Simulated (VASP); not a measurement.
# Ir in VASP: further runs, part 2 of 2

VASP 6.6.1. Earlier steps stand in the parts before.

### Step 3. Single point, PBEsol, collinear spin

This run uses another cell than the first one.

INCAR

```
PREC = Accurate
ENCUT = 520
EDIFF = 1E-6
ISMEAR = 0
SIGMA = 0.05
LREAL = False
LASPH = True
NELM = 150
ALGO = Normal
ISIF = 2
LWAVE = False
LCHARG = True
ISPIN = 2
MAGMOM = 1.5 1.5
LORBIT = 11
LMAXMIX = 4
GGA = PS
LELF = True
LVHAR = True
NBANDS = 20
```

KPOINTS

```
regular mesh
0
Gamma
  1 1 15
```

POSCAR

```
Ir
1.0
   10.1000000000      0.0000000000      0.0000000000
    0.0000000000      9.3000000000      0.0000000000
    0.0000000000      0.0000000000      4.3876112618
Ir
2
Direct
    0.4456978804      0.5000000000      0.0000000000
    0.5543021196      0.5000000000      0.5000000000
```

Potentials or basis: VASP PAW PBE potentials, release 64 (Ir).

Started as:

```console
$ cat potpaw_PBE.64/Ir/POTCAR > POTCAR
$ mpirun -np 1 vasp_std > vasp.out
```

Run time: 2.1 min. Hardware: 1 thread of Intel Xeon 6975P-C (Granite Rapids), shared host; peak memory 0.65 GiB.

Results (log left out):

```
Free energy                                           : -11.3712 eV
Largest force                                         : 2.638 eV/Å
Net moment                                            : 1.17 μB per cell
Site moments                                          : Ir +0.53 μB
Valence electrons inside the program's atomic spheres : Ir 7.80
```

Forces on the atoms (eV/Å):
```
Ir   2.638  0.000  0.000
Ir  -2.638  0.000  0.000
```

Levels at points of the mesh, in eV from the Fermi level:
Spin up:
```csv
k point,band 8,band 9,band 10,band 11,band 12,band 13
"(0.00, 0.00, 0.00)",-1.04,-0.57,-0.36,0.37,1.87,3.01
```
Spin down:
| k point | band 4 | band 5 | band 6 | band 7 | band 8 | band 9 | band 10 | band 11 | band 12 | band 13 |
| --- | --- | --- | --- | --- | --- | --- | --- | --- | --- | --- |
| (0.00, 0.00, 0.00) | -2.26 | -1.27 | -0.84 | -0.83 | -0.73 | -0.31 | 0.29 | 0.69 | 2.02 | 3.18 |

Caveat: the PAW data sets were made with another functional, which shifts forces and pressure a little; spin-orbit coupling is left out, which moves the levels of the heavy elements.

### Step 4. Single point, PBEsol, collinear spin

This run uses another cell than the first one.

Changes to INCAR since step 3:

```diff
@@ -11,3 +11,3 @@
 LWAVE = False
-LCHARG = True
+LCHARG = False
 ISPIN = 2
@@ -17,4 +17,2 @@
 GGA = PS
-LELF = True
-LVHAR = True
 NBANDS = 20
```

KPOINTS

```
Automatic mesh
0
Gamma
  1 1 25
```

POSCAR

```
Ir
1.0
   11.2000000000      0.0000000000      0.0000000000
    0.0000000000      9.3000000000      0.0000000000
    0.0000000000      0.0000000000      2.4289988780
Ir
2
Direct
    0.4032616337      0.5000000000      0.0000000000
    0.5967383663      0.5000000000      0.5000000000
```

Started as:

```console
$ cat potpaw_PBE.64/Ir/POTCAR > POTCAR
$ mpirun -np 1 vasp_std > vasp.out
```

Run time: 1.7 min. Hardware: 1 thread of Intel Xeon 6975P-C (Granite Rapids), shared host; peak memory 0.42 GiB.

The run converged. Its results:

```
Free energy                                           : -12.8602 eV
Largest force                                         : 0.573 eV/Å
Net moment                                            : 1.32 μB per cell
Site moments                                          : Ir +0.60 μB
Valence electrons inside the program's atomic spheres : Ir 8.19
```

Forces in eV/Å, atoms in the order of the input:
```
Ir  -0.573  0.000  0.000
Ir   0.573  0.000  0.000
```

Levels at points of the mesh, in eV from the Fermi level:
Spin up:
| k point | band 7 | band 8 | band 9 | band 10 | band 11 | band 12 | band 13 | band 14 |
| --- | --- | --- | --- | --- | --- | --- | --- | --- |
| (0.00, 0.00, 0.00) | -1.16 | -0.83 | -0.56 | 0.64 | 1.23 | 2.01 | 2.03 | 2.53 |
Spin down:
```csv
k point,band 6,band 7,band 8,band 9,band 10,band 11
"(0.00, 0.00, 0.00)",-0.87,-0.77,-0.29,-0.20,1.00,1.59
```

Caveat: the PAW data sets were made with another functional, which shifts forces and pressure a little; spin-orbit coupling is left out, which moves the levels of the heavy elements.

### Step 5. Single point, PBEsol, collinear spin

This run uses another cell than the first one.

INCAR

```
SYSTEM = Ir
  PREC = Accurate
  ENCUT = 520
  EDIFF = 1E-6
  ISMEAR = 0
  SIGMA = 0.05
  LREAL = .FALSE.
  LASPH = .TRUE.
  NELM = 150
  ALGO = Normal
  ISIF = 2
  LWAVE = .FALSE.
  LCHARG = .FALSE.
  ISPIN = 2
  MAGMOM = 1.5 1.5
  LORBIT = 11
  LMAXMIX = 4
  GGA = PS
  NBANDS = 20
```

KPOINTS

```
Automatic mesh
0
G
  1 1 25
  0 0 0
```

POSCAR

```
Ir
1.0
   11.2000000000      0.0000000000      0.0000000000
    0.0000000000      9.3000000000      0.0000000000
    0.0000000000      0.0000000000      2.5838155209
Ir
2
Direct
    0.4020622486      0.5000000000      0.0000000000
    0.5979377514      0.5000000000      0.5000000000
```

Started as:

```console
$ cat potpaw_PBE.64/Ir/POTCAR > POTCAR
$ mpirun -np 1 vasp_std > vasp.out
```

Run time: 2 min. Hardware: 1 thread of Intel Xeon 6975P-C (Granite Rapids), shared host; peak memory 0.47 GiB.

The run converged. Its results:

* Free energy: -12.6430 eV
* Largest force: 1.403 eV/Å
* Net moment: 2.61 μB per cell
* Site moments: Ir +1.14 μB
* Valence electrons inside the program's atomic spheres: Ir 7.95

Forces on the atoms (eV/Å):
```
Ir   1.403  0.000  0.000
Ir  -1.403  0.000  0.000
```

Levels at points of the mesh, in eV from the Fermi level:
Spin up:
```tsv
k point	band 8	band 9	band 10	band 11	band 12	band 13
(0.00, 0.00, 0.00)	-0.95	-0.78	0.06	0.64	1.32	2.07
```
Spin down:
```
           k point  band 4  band 5  band 6  band 7  band 8  band 9  band 10  band 11  band 12  band 13
(0.00, 0.00, 0.00)   -2.44   -1.62   -1.08   -0.40   -0.02    0.14     0.74     1.33     2.02     2.41
```

Caveat: the PAW data sets were made with another functional, which shifts forces and pressure a little; spin-orbit coupling is left out, which moves the levels of the heavy elements.

### Step 6. Summary

```csv
cell,k mesh,gap on the mesh (eV),moment (μB),largest force (eV/Å)
"a = 10.100, b = 9.300, c = 3.972 Å, 2 atoms, atomic positions A",1 × 1 × 15,none,0.51,0.02
"a = 10.100, b = 9.300, c = 4.388 Å, 2 atoms, atomic positions B",1 × 1 × 15,none,1.17,2.64
"a = 11.200, b = 9.300, c = 2.429 Å, 2 atoms, atomic positions C",1 × 1 × 25,none,1.32,0.57
"a = 11.200, b = 9.300, c = 2.584 Å, 2 atoms, atomic positions D",1 × 1 × 25,none,2.61,1.40
```

Alike in all rows: task single point; level PBEsol; potentials or basis VASP PAW PBE potentials, release 64 (Ir); spin collinear; cutoff (eV) 520; smearing gaussian 0.05 eV.

Caveats: the PAW data sets were made with another functional, which shifts forces and pressure a little; spin-orbit coupling is left out, which moves the levels of the heavy elements.

Absolute energies hang on the potentials; compare differences alone.
